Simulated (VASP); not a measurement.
# GaP (I-4m2) in VASP: notebook

Runs on GaP. Level: PBE. Tasks: single point.

Program: VASP 6.6.1. These are calculated values, not measurements. Logs are shortened: lines on timing, memory, paths and dates and some standing lists are left out, and cuts for length are marked.

## 1. The cell of the first run

The structure is tetragonal, space group I-4m2 (No. 119). Conventional cell: a = 4.009 Å, b = 4.009 Å, c = 5.366 Å, α = 90.00°, β = 90.00°, γ = 90.00°. Within 3.2 Å of Ga (site symmetry -4m2) lie 4 P at 2.41 Å. P (site symmetry -4m2) has 4 Ga at 2.41 Å within 3.2 Å.

## 2. Single point, PBE (biaxial strain in the a-b plane: +3.0 %, then relaxed in part)

Contents of INCAR:

```
SYSTEM = GaP
ALGO = Normal
EDIFF = 1E-7
ENCUT = 520
GGA = PE
ISIF = 2
ISMEAR = 0
LASPH = .True.
LCHARG = .True.
LELF = .True.
LREAL = .False.
LVHAR = .True.
LWAVE = .False.
NBANDS = 26
NELM = 100
PREC = Accurate
SIGMA = 0.02
```

Contents of KPOINTS:

```
k-points
0
Gamma
  8 8 6
  0 0 0
```

Contents of POSCAR:

```
GaP
1.0
    2.8351352458      2.8351352458      0.0000000000
   -2.8351352458      2.8351352458      0.0000000000
    0.0000000000      0.0000000000      5.3658381926
Ga P
2 2
Direct
    0.0000000000      0.0000000000      0.0000000000
    0.5000000000      0.5000000000      0.5000000000
    0.5000000000      0.0000000000      0.7500000000
    0.0000000000      0.5000000000      0.2500000000
```

Potentials or basis: VASP PAW PBE potentials, release 64 (Ga_d, P).

Run with:

```console
> cat potpaw_PBE.64/Ga_d/POTCAR potpaw_PBE.64/P/POTCAR > POTCAR
> mpirun -np 1 vasp_std > vasp.out
```

OUTCAR:

```text
SYSTEM = GaP
   EDIFF = 1E-7
   ENCUT = 520
   GGA = PE
   ISIF = 2
   ISMEAR = 0
   LASPH = .True.
   LREAL = .False.
   NELM = 100
   PREC = Accurate

 ion  position               nearest neighbor table
   1  0.000  0.000  0.000-   3 2.41   4 2.41   4 2.41   3 2.41
   2  0.500  0.500  0.500-   3 2.41   4 2.41   3 2.41   4 2.41
   3  0.500  0.000  0.750-   1 2.41   2 2.41   2 2.41   1 2.41
   4  0.000  0.500  0.250-   1 2.41   2 2.41   1 2.41   2 2.41

  LATTYP: Found a simple tetragonal cell.
 ALAT       =     4.0094867158
 C/A-ratio  =     1.3382855645

  Lattice vectors:

 A1 = (   2.8351352458,   2.8351352458,   0.0000000000)
 A2 = (  -2.8351352458,   2.8351352458,   0.0000000000)
 A3 = (   0.0000000000,   0.0000000000,   5.3658381926)

Analysis of symmetry for initial positions (statically):
=====================================================================
 Subroutine PRICEL returns following result:

  LATTYP: Found a body centered tetragonal cell.
 ALAT       =     4.0094867158
 C/A-ratio  =     1.3382855645

  Lattice vectors:

 A1 = (   0.0000000000,  -2.8351352458,  -2.6829190963)
 A2 = (   0.0000000000,   2.8351352458,  -2.6829190963)
 A3 = (   2.8351352458,   0.0000000000,   2.6829190963)

   2 primitive cells build up your supercell.

 Routine SETGRP: Setting up the symmetry group for a
 simple tetragonal supercell.

 Subroutine GETGRP returns: Found  8 space group operations
 (whereof  8 operations were pure point group operations)
 out of a pool of 16 trial point group operations.

The static configuration has the point symmetry D_2d.

Analysis of symmetry for dynamics (positions and initial velocities):
=====================================================================
 Subroutine PRICEL returns following result:

  LATTYP: Found a body centered tetragonal cell.
 ALAT       =     4.0094867158
 C/A-ratio  =     1.3382855645

  Lattice vectors:

 A1 = (   0.0000000000,  -2.8351352458,  -2.6829190963)
 A2 = (   0.0000000000,   2.8351352458,  -2.6829190963)
 A3 = (   2.8351352458,   0.0000000000,   2.6829190963)

   2 primitive cells build up your supercell.

 Routine SETGRP: Setting up the symmetry group for a
 simple tetragonal supercell.

 Subroutine GETGRP returns: Found  8 space group operations
 (whereof  8 operations were pure point group operations)
 out of a pool of 16 trial point group operations.

The dynamic configuration has the point symmetry D_2d.

 Subroutine INISYM returns: Found  8 space group operations
 (whereof  8 operations are pure point group operations),
 and found     2 'primitive' translations

----------------------------------------------------------------------------------------

                                     Primitive cell

  volume of cell :      43.1306

  direct lattice vectors                    reciprocal lattice vectors
     0.000000000 -2.835135246 -2.682919096     0.176358430 -0.176358430 -0.186364174
     0.000000000  2.835135246 -2.682919096     0.176358430  0.176358430 -0.186364174
     2.835135246  0.000000000  2.682919096     0.352716859  0.000000000  0.000000000

  length of vectors
     3.903337897  3.903337897  3.903337897     0.311345783  0.311345783  0.352716859

  position of ions in fractional coordinates (direct lattice)
     0.000000000  0.000000000  0.000000000
     0.250000000  0.750000000  0.500000000

  ion indices of the primitive-cell ions
   primitive index   ion index
                 1           1
                 2           3

----------------------------------------------------------------------------------------

 KPOINTS: k-points

Automatic generation of k-mesh.
 Grid dimensions read from file:
 generate k-points for:    8    8    6

 Generating k-lattice:

  Cartesian coordinates                     Fractional coordinates (reciprocal lattice)
     0.022044804  0.022044804  0.000000000     0.125000000  0.000000000  0.000000000
    -0.022044804  0.022044804  0.000000000     0.000000000  0.125000000  0.000000000
     0.000000000  0.000000000  0.031060696     0.000000000  0.000000000  0.166666667

  Length of vectors
     0.031176060  0.031176060  0.031060696

  Shift w.r.t. Gamma in fractional coordinates (k-lattice)
     0.000000000  0.000000000  0.000000000

 Subroutine IBZKPT returns following result:
 ===========================================

 Found     60 irreducible k-points:

 Following reciprocal coordinates:
            Coordinates               Weight
  0.000000  0.000000  0.000000      1.000000
  0.125000  0.000000  0.000000      4.000000
  0.250000  0.000000  0.000000      4.000000
  0.375000  0.000000  0.000000      4.000000
  0.500000  0.000000  0.000000      2.000000
  0.125000  0.125000  0.000000      4.000000
[... 16 lines left out ...]
  0.375000  0.125000  0.166667     16.000000
  0.500000  0.125000  0.166667      8.000000
 [... further k-points ...]
   k-points           NKPTS =     60   k-points in BZ     NKDIM =     60   number of bands    NBANDS=     26
   number of dos      NEDOS =    301   number of ions     NIONS =      4
   total plane-waves  NPLWV =  36000
   dimension x,y,z NGX =    30 NGY =   30 NGZ =   40
   dimension x,y,z NGXF=    60 NGYF=   60 NGZF=   80
   ions per type =               2   2
   NGX,Y,Z   is equivalent  to a cutoff of  12.44, 12.44, 12.39 a.u.
   NGXF,Y,Z  is equivalent  to a cutoff of  24.88, 24.88, 24.79 a.u.
 SYSTEM =  GaP
   PREC   = accura    normal or accurate (medium, high low for compatibility)
   ISTART =      0    job   : 0-new  1-cont  2-samecut
   ICHARG =      2    charge: 1-file 2-atom 10-const
   ISPIN  =      1    spin polarized calculation?
   LNONCOLLINEAR =      F non collinear calculations
   LSORBIT =      F    spin-orbit coupling
   LASPH  =      T    aspherical Exc in radial PAW
   ENCUT  =  520.0 eV  38.22 Ry    6.18 a.u.   7.45  7.45  9.98*2*pi/ulx,y,z
   NELM   =    100;   NELMIN=  2; NELMDL= -5     # of ELM steps
   EDIFF  = 0.1E-06   stopping-criterion for ELM
   LREAL  =      F    real-space projection
   EDIFFG = 0.1E-05   stopping-criterion for IOM
   NSW    =      0    number of steps for IOM
   IBRION =     -1    ionic relax: 0-MD 1-quasi-New 2-CG
   NFREE  =      0    steps in history (QN), initial steepest desc. (CG)
   ISIF   =      2    stress and relaxation
   ISYM   =      2    0-nonsym 1-usesym 2-fastsym
   POTIM  = 0.5000    time-step for ionic-motion
   TEBEG  =    0.0;   TEEND  =   0.0 temperature during run
   PSTRESS=    0.0 pullay stress
   NELECT =      36.0000    total number of electrons
   NUPDOWN=      -1.0000    fix difference up-down
   EMIN   =  10.00;   EMAX   =-10.00  energy-range for DOS
   EFERMI =   0.00;   METHOD = LEGACY
   ISMEAR =     0;   SIGMA  =   0.02  broadening in eV -4-tet -1-fermi 0-gaus
   EFERMI_NEDOS =   21; number of points for ismear=-14 and -15
   IALGO  =     38    algorithm
   IMIX   =      4    mixing-type and parameters
     AMIX     =   0.40;   BMIX     =  1.00
     AMIX_MAG =   1.60;   BMIX_MAG =  1.00
  volume/ion in A,a.u.               =      21.57       145.53
  Fermi-wavevector in a.u.,A,eV,Ry     =   1.223406  2.311902 20.364144  1.496722
  Thomas-Fermi vector in A             =   2.358518
   LORBIT       =      0    0 simple, 1 ext, 2 COOP (PROOUT), +10 PAW based schemes
   GGA     = PE    functional components
   LHFCALC =     F    Hartree Fock is set to
   AEXX    =    0.0000 exact exchange contribution
   IVDW    =     0    specifies the selected vdW correction
   LEPSILON=     F    determine dielectric tensor
   LRPA    =     F    only Hartree local field effects (RPA)
 non-spin polarized calculation
 Gauss-broadening in eV      SIGMA  =   0.02
  energy-cutoff  :      520.00
  volume of cell :       86.26
 maximum number of plane-waves:      2363
 NGX is ok and might be reduce to    30
   NGX = 15   NGY = 15   NGZ = 19

 number of electron      35.9999998 magnetization

 Free energy of the ion-electron system (eV)
  ---------------------------------------------------
  ext. energy  EPLUGINS =         0.00000000
  ---------------------------------------------------
  free energy    TOTEN  =       -18.19714676 eV

  energy without entropy =      -18.19714676  energy(sigma->0) =      -18.19714676

 E-fermi :   4.3598     XC(G=0):  -9.5510

 val. band max:        4.2055736935   @ k =   0.0000   0.0000   0.0000
 cond. band min:       5.3135344978   @ k =   0.0000   0.0000   0.0000
 fundamental gap:      1.1079608044
 Fermi energy:         4.3597944573

 k-point     1 :       0.0000    0.0000    0.0000
  band No.  band energies     occupation
      1     -10.5257      2.00000
      2     -10.4390      2.00000
      3     -10.4390      2.00000
      4     -10.4229      2.00000
      5     -10.3905      2.00000
      6     -10.3841      2.00000
[... 18 lines left out ...]
     25      12.5574      0.00000
     26      13.2585      0.00000

 k-point     2 :       0.1250    0.0000    0.0000
  band No.  band energies     occupation
      1     -10.5217      2.00000
      2     -10.4455      2.00000
      3     -10.4368      2.00000
      4     -10.4200      2.00000
      5     -10.3909      2.00000
      6     -10.3860      2.00000
[... 18 lines left out ...]
     25      12.6627      0.00000
     26      13.2191      0.00000

 k-point     3 :       0.2500    0.0000    0.0000
  band No.  band energies     occupation
      1     -10.5125      2.00000
      2     -10.4611      2.00000
      3     -10.4306      2.00000
      4     -10.4138      2.00000
      5     -10.3972      2.00000
      6     -10.3918      2.00000
[... 572 lines left out ...]
 k-point    23 :       0.3750    0.1250    0.1667
  band No.  band energies     occupation
      1     -10.5033      2.00000
      2     -10.4874      2.00000
      3     -10.4158      2.00000
      4     -10.4071      2.00000
      5     -10.4057      2.00000
      6     -10.3968      2.00000
[... 18 lines left out ...]
     25      10.2550      0.00000
     26      11.9710      0.00000

 k-point    24 :       0.5000    0.1250    0.1667
  band No.  band energies     occupation
      1     -10.4977      2.00000
      2     -10.4977      2.00000
      3     -10.4099      2.00000
      4     -10.4099      2.00000
      5     -10.4020      2.00000
      6     -10.4020      2.00000
[... 18 lines left out ...]
     25      11.0215      0.00000
     26      11.0215      0.00000

 [... further k-points ...]

------------------------ aborting loop because EDIFF is reached ----------------------------------------

  FORCE on cell =-STRESS in cart. coord.  units (eV):
  Direction    XX          YY          ZZ          XY          YZ          ZX
  --------------------------------------------------------------------------------------
  -------------------------------------------------------------------------------------
  Total       -1.9114318     -1.9114318      0.0199359      0.0000000     -0.0000000      0.0000000
  in kB      -35.5021185    -35.5021185      0.3702818      0.0000000     -0.0000000      0.0000000
  external PRESSURE =     -23.5446517 kB  Pullay stress =       0.0000000 kB

 VOLUME and BASIS-vectors are now :
 -----------------------------------------------------------------------------
  energy-cutoff  :      520.00
  volume of cell :       86.26
      direct lattice vectors                 reciprocal lattice vectors
     2.835135246  2.835135246  0.000000000     0.176358430  0.176358430  0.000000000
    -2.835135246  2.835135246  0.000000000    -0.176358430  0.176358430  0.000000000
     0.000000000  0.000000000  5.365838193     0.000000000  0.000000000  0.186364174

 POSITION                                       TOTAL-FORCE (eV/Angst)
 -----------------------------------------------------------------------------------
      0.00000      0.00000      0.00000        -0.000000     -0.000000      0.000000
      0.00000      2.83514      2.68292         0.000000      0.000000     -0.000000
      1.41757      1.41757      4.02438         0.000000      0.000000      0.000000
     -1.41757      1.41757      1.34146         0.000000      0.000000      0.000000
 -----------------------------------------------------------------------------------
    total drift:                               -0.000000      0.000000      0.000000

  FREE ENERGIE OF THE ION-ELECTRON SYSTEM (eV)
  ---------------------------------------------------
  free  energy   TOTEN  =       -18.1971467581 eV

  energy  without entropy=      -18.1971467581  energy(sigma->0) =      -18.19714676
```

It took 91 s on 1 thread of Intel Xeon 6455B, shared host; peak memory 0.25 GiB.

What came out:

```yaml
Free_energy: -18.1971 eV
Pressure: -2.4 GPa
Band_gap_on_the_k_mesh: 1.11 eV
```

Caveat: the cell differs from its parent crystal (biaxial strain in the a-b plane: +3.0 %, then relaxed in part). A k mesh can miss the band edges.

## 3. Single point, PBE

Contents of INCAR:

```
PREC = Accurate
ENCUT = 520
EDIFF = 1E-6
ISMEAR = 0
SIGMA = 0.02
LREAL = False
LASPH = True
NELM = 60
ALGO = Normal
ISIF = 2
LWAVE = False
LCHARG = True
GGA = PE
LELF = True
LVHAR = True
NBANDS = 26
```

Contents of KPOINTS:

```
regular mesh
0
Gamma
  8 8 6
```

POSCAR is that of step 2.

Potentials or basis: VASP PAW PBE potentials, release 64 (Ga_d, P).

Run with:

```console
> cat potpaw_PBE.64/Ga_d/POTCAR potpaw_PBE.64/P/POTCAR > POTCAR
> mpirun -np 1 vasp_std > vasp.out
```

It took 96 s on 1 thread of Intel Xeon 6455B, shared host; peak memory 0.25 GiB.

It converged, with:

```
Free energy            : -18.1971 eV
Pressure               : -2.3 GPa
Band gap on the k mesh : 1.11 eV
```

Stress tensor (GPa, compression positive):
```
-3.51  0.00  0.00
 0.00 -3.51  0.00
 0.00  0.00  0.08
```

Levels at points of the mesh, in eV from the valence-band top:
```csv
k point,band 15,band 16,band 17,band 18,band 19,band 20,band 21,band 22
"(0.00, 0.00, 0.00)",-2.87,-0.27,-0.27,0.00,1.11,1.36,1.38,3.66
"(0.50, 0.00, 0.00)",-3.11,-3.11,-1.50,-1.50,2.60,2.60,5.49,5.49
"(0.50, 0.50, 0.00)",-2.53,-2.53,-2.50,-2.50,1.73,1.73,1.87,1.87
"(0.00, 0.00, 0.50)",-1.88,-1.88,-1.88,-1.88,1.76,1.76,3.44,3.44
"(0.50, 0.00, 0.50)",-1.41,-1.41,-1.00,-1.00,1.25,1.25,4.37,4.37
"(0.50, 0.50, 0.50)",-3.46,-3.46,-3.31,-3.31,4.75,4.75,4.83,4.83
```

A k mesh can miss the band edges.

## 4. Single point, PBE (biaxial strain in the a-b plane: +3.0 %)

Contents of INCAR:

```
SYSTEM = GaP
ALGO = Normal ; EDIFF = 1E-6
ENCUT = 520 ; GGA = PE
ISIF = 2 ; ISMEAR = 0
LASPH = .True. ; LCHARG = .False.
LREAL = .False. ; LWAVE = .False.
NBANDS = 26 ; NELM = 60
PREC = Accurate ; SIGMA = 0.02
```

Contents of KPOINTS:

```
k-points
0
Gamma
  8 8 6
  0 0 0
```

Edit POSCAR of step 3 so:

```diff
@@ -4,3 +4,3 @@
    -2.8351352458      2.8351352458      0.0000000000
-    0.0000000000      0.0000000000      5.3658381926
+    0.0000000000      0.0000000000      5.4060248765
 Ga P
```

Run with:

```console
> cat potpaw_PBE.64/Ga_d/POTCAR potpaw_PBE.64/P/POTCAR > POTCAR
> mpirun -np 1 vasp_std > vasp.out
```

Wall time 100 s (1 thread of Intel Xeon 6455B, shared host); peak memory 0.25 GiB.

It converged, with:

```yaml
Free_energy: -18.1957 eV
Pressure: -2.8 GPa
Band_gap_on_the_k_mesh: 1.08 eV
```

Stress tensor (GPa, compression positive):
```
-3.85  0.00  0.00
 0.00 -3.85  0.00
 0.00  0.00 -0.72
```

Levels at points of the mesh, in eV from the valence-band top:
```csv
k point,band 14,band 15,band 16,band 17,band 18,band 19,band 20,band 21,band 22,band 23
"(0.00, 0.00, 0.00)",-2.80,-2.80,-0.23,-0.23,0.00,1.08,1.43,1.45,3.69,3.79
"(0.50, 0.00, 0.00)",-5.29,-3.09,-3.09,-1.44,-1.44,2.64,2.64,5.48,5.48,5.58
"(0.50, 0.50, 0.00)",-6.68,-2.50,-2.50,-2.47,-2.47,1.74,1.74,1.87,1.87,9.77
"(0.00, 0.00, 0.50)",-3.64,-1.82,-1.82,-1.82,-1.82,1.83,1.83,3.43,3.43,6.39
"(0.50, 0.00, 0.50)",-6.40,-1.35,-1.35,-1.00,-1.00,1.27,1.27,4.42,4.42,4.79
"(0.50, 0.50, 0.50)",-6.47,-3.40,-3.40,-3.25,-3.25,4.69,4.69,4.80,4.80,6.19
```

Caveat: the cell differs from its parent crystal (biaxial strain in the a-b plane: +3.0 %).
